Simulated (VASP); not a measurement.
Wanted: the native input for a VASP 6.6.1 run.

```
Task                   : single point
Functional             : PBE
Potentials or basis    : VASP PAW PBE potentials, release 64 (P, C)
Cutoff                 : 520 eV
k mesh                 : 6 × 6 × 4
Occupations            : gaussian, width 0.1 eV
Spin                   : no spin polarisation
Dipole correction      : no
Further INCAR settings : ALGO = Normal; EDIFF = 1e-07; NBANDS = 20
```

The structure of P3C2 lies in POSCAR:

```
P3C2
1.0
    2.9356064180     -0.0000000020      0.0000000000
   -1.4678032073      2.5423097345      0.0000000000
    0.0000000000      0.0000000000      8.8613349737
P C
3 2
Direct
    0.0000000000      0.0000000000      0.6421910981
    0.0000000000      0.0000000000      0.3578089019
    0.6666666667      0.3333333333      0.0000000000
    0.6666666667      0.3333333333      0.5000000000
    0.3333333333      0.6666666667      0.0000000000
```

The cell was built from a structure type or drawn by symmetry, and may not be a known phase.

One way to write it, as run:

INCAR

```
PREC     = Accurate       # precision mode
ENCUT    = 520            # plane-wave cutoff, eV
EDIFF    = 1E-7           # SCF threshold, eV
ISMEAR   = 0              # smearing method
SIGMA    = 0.1            # smearing width, eV
LREAL    = False          # projectors in reciprocal space
LASPH    = True           # aspherical terms in the spheres
NELM     = 80             # most SCF steps
ALGO     = Normal         # electronic algorithm
ISIF     = 2              # what is computed and relaxed
LWAVE    = False          # write WAVECAR
LCHARG   = False          # write CHGCAR
GGA      = PE             # functional
NBANDS   = 20             # bands
```

KPOINTS

```
Automatic mesh
0
Gamma
  6 6 4
```

Potentials or basis: VASP PAW PBE potentials, release 64 (P, C).

The run is started by

```bash
$ cat potpaw_PBE.64/P/POTCAR potpaw_PBE.64/C/POTCAR > POTCAR
$ mpirun -np 1 vasp_std > vasp.out
```

Results of the run:

- Pressure: -0.4 GPa
- Largest force: 0.055 eV/Å
- Band gap on the k mesh: zero (an odd number of electrons rules out a gap without spin polarisation)

Caveat: the k points lie up to 0.41 Å⁻¹ apart, too coarse for converged energies and pressures of a metal; this functional lacks dispersion, which binds the layers, so the pressure and a relaxed spacing across them are unreliable.

Wall time 27 s on 1 thread of Intel(R) Xeon(R) Platinum 8259CL CPU @ 2.50GHz (Skylake/Cascade Lake), on a shared host, peak memory 0.19 GiB.
